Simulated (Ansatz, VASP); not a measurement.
Two plane-wave programs on InAs

File POSCAR:

```
InAs
1.0
    0.0000000000      2.8773040000      2.8773040000
    2.8773040000      0.0000000000      2.8773040000
    2.8773040000      2.8773040000      0.0000000000
In As
1 1
Direct
    0.5000000000      0.5000000000      0.5000000000
    0.0000000000      0.0000000000      0.0000000000
```

File INCAR.step1:

```
SYSTEM = InAs
PREC = Accurate ; ENCUT = 520
ISMEAR = -1 ; SIGMA = 0.05
LREAL = .False. ; LASPH = .True.
NELM = 60 ; NBANDS = 16
GGA = PE ; ALGO = Normal
EDIFF = 1E-4 ; LWAVE = .True.
LCHARG = .False.
```

The input INCAR.step2:

```
SYSTEM = InAs
PREC = Accurate ; ENCUT = 520
EDIFF = 1E-6 ; ISMEAR = -1
SIGMA = 0.05 ; LREAL = .False.
LASPH = .True. ; NELM = 60
ALGO = Normal ; ISIF = 2
LWAVE = .False. ; LCHARG = .False.
METAGGA = R2SCAN ; LMIXTAU = .True.
NBANDS = 16 ; ISTART = 1
```

The input KPOINTS:

```
regular mesh
0
Gamma
  8 8 8
  0 0 0
```

Contents of input.yaml:

```yaml
crystal:
  lattice:
    - [0.0, 2.877304, 2.877304]
    - [2.877304, 0.0, 2.877304]
    - [2.877304, 2.877304, 0.0]
  atoms:
    - { symbol: In, position: [0.5, 0.5, 0.5] }
    - { symbol: As, position: [0.0, 0.0, 0.0] }
hamiltonian:
  xc: r2scan
  pseudopotentials: { kind: paw }
kpoints:
  mp_grid: { grid: [8, 8, 8] }
scf:
  occupations: { method: fermi_dirac, width: 0.05 }
output:
  forces: true
  stress: true
  eigenvalues: true
```

Alike in both runs: task single point; functional r2SCAN; k mesh 8 × 8 × 8; occupations fermi-dirac, width 0.05 eV; no spin polarisation.

```csv
,VASP,Ansatz
version,VASP 6.6.1,Ansatz 0.2.0
potentials or method,"VASP PAW PBE potentials, release 64 (In_d, As)",Ansatz PAW
plane-wave cutoff (eV),520,500
valence electrons in the cell,18,28
```

```csv
,VASP,Ansatz,Ansatz less VASP
gap on the k mesh at the Fermi level (eV),none,none,-
pressure (GPa),-2.3,-2.4,-0.07
```

VASP's potentials were made for PBE, not for r2SCAN. A gap of «none» marks a metal or a gap that the smearing closes. The functional is the same, so the differences come from potentials, cutoffs and numerics. VASP's potentials hold 18 valence electrons a cell and Ansatz's 28, so a difference there can come from the potentials and not from the codes.
